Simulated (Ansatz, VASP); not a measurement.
**BeTe in VASP and in Ansatz**

File INCAR:

```
ALGO = Normal
EDIFF = 1E-6
ENCUT = 600
GGA = PE
GGA_COMPAT = F
ISIF = 2
ISMEAR = -1
LASPH = T
LCHARG = F
LREAL = F
LWAVE = F
NBANDS = 11
NELM = 120
PREC = Accurate
SIGMA = 0.05
```

Contents of KPOINTS:

```
k-points
0
Gamma
  8 8 8
```

Contents of POSCAR:

```
BeTe
1.0
    0.0000000000      2.7700000000      2.7700000000
    2.8808000000      0.0000000000      2.7700000000
    2.8808000000      2.7700000000      0.0000000000
Te Be
1 1
Direct
    0.7500000000      0.7500000000      0.7500000000
    0.0000000000      0.0000000000      0.0000000000
```

File input.yaml:

```yaml
crystal:
  lattice:
    - [0.0, 2.77, 2.77]
    - [2.8808, 0.0, 2.77]
    - [2.8808, 2.77, 0.0]
  atoms:
    - { symbol: Te, position: [0.75, 0.75, 0.75] }
    - { symbol: Be, position: [0.0, 0.0, 0.0] }
kpoints:
  mp_grid: { grid: [8, 8, 8] }
scf:
  occupations: { method: fermi_dirac, width: 0.05 }
hamiltonian:
  xc: pbe
  pseudopotentials: { kind: all_electron, lapw: { basis_error: 0.001 } }
output:
  forces: true
  stress: true
  eigenvalues: true
```

Change from the starting cell: strain = 0.04.

Alike in both runs: task single point; functional PBE; k mesh 8 × 8 × 8; occupations fermi-dirac, width 0.05 eV; no spin polarisation.

```csv
,VASP,Ansatz
version,VASP 6.6.1,Ansatz 0.2.0
potentials or method,"VASP PAW PBE potentials, release 64 (Te, Be), cutoff 600 eV","all-electron LAPW, scalar-relativistic"
```

|  | VASP | Ansatz | Ansatz less VASP |
| --- | --- | --- | --- |
| gap on the k mesh at the Fermi level (eV) | 1.79 | 1.80 | +0.014 |
| least direct gap on the mesh (eV) | 3.51 | 3.53 | +0.019 |
| pressure (GPa) | 1.8 | 1.6 | -0.15 |
| traceless stress, the component that is largest in VASP (GPa) | -1.71 | -1.72 | -0.008 |

Ansatz ran all-electron here, and VASP with PAW potentials.

Neither program's run includes spin-orbit coupling.
